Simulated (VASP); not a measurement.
A run of VASP 6.6.1 is set up as follows.

INCAR

```
PREC = Accurate
ENCUT = 600
EDIFF = 1E-6
ISMEAR = 0
SIGMA = 0.02
LREAL = F
LASPH = T
NELM = 80
ALGO = Normal
ISIF = 3
LWAVE = F
LCHARG = F
GGA = PS
IBRION = 2
NSW = 100
EDIFFG = -0.005
```

KPOINTS

```
regular mesh
0
Gamma
  10 10 10
```

POSCAR

```
InP
1.0
    0.0000000000      2.9519763900      2.9519763900
    2.9519763900      0.0000000000      2.9519763900
    2.9519763900      2.9519763900      0.0000000000
In P
1 1
Direct
    0.0000000000      0.0000000000      0.0000000000
    0.7500000000      0.7500000000      0.7500000000
```

Potentials or basis: VASP PAW PBE potentials, release 64 (In_d, P).

Launch:

```bash
$ cat potpaw_PBE.64/In_d/POTCAR potpaw_PBE.64/P/POTCAR > POTCAR
$ mpirun -np 1 vasp_std > vasp.out
```

Task: What does it give for the relaxed cell?

Result: a = 4.157 Å, b = 4.157 Å, c = 4.157 Å, α = 60.00°, β = 60.00°, γ = 60.00°.

Task: What does it give for the space group after relaxing (to 0.05 Å)?

Result: F-43m (No. 216).

Task: What does it give for the band gap on the k mesh?

Result: 0.57 eV, direct.

Task: Predict the relaxed volume.

Result: 25.40 Å³/atom.

Step by step:
| step | energy change (eV) | largest force (eV/Å) | pressure (GPa) | volume (Å³) |
| --- | --- | --- | --- | --- |
| 1 | 0.0000 | 0.0000 | -0.83 | 51.45 |
| 2 | -0.0012 | 0.0000 | 0.45 | 50.47 |
| 3 | -0.0017 | 0.0000 | 0.02 | 50.80 |

Caveat: the PAW data sets were made with another functional, which shifts forces and pressure a little; spin-orbit coupling is left out, which moves the levels of the heavy elements. A hybrid or GW would open this gap; PBEsol tends to underestimate it.
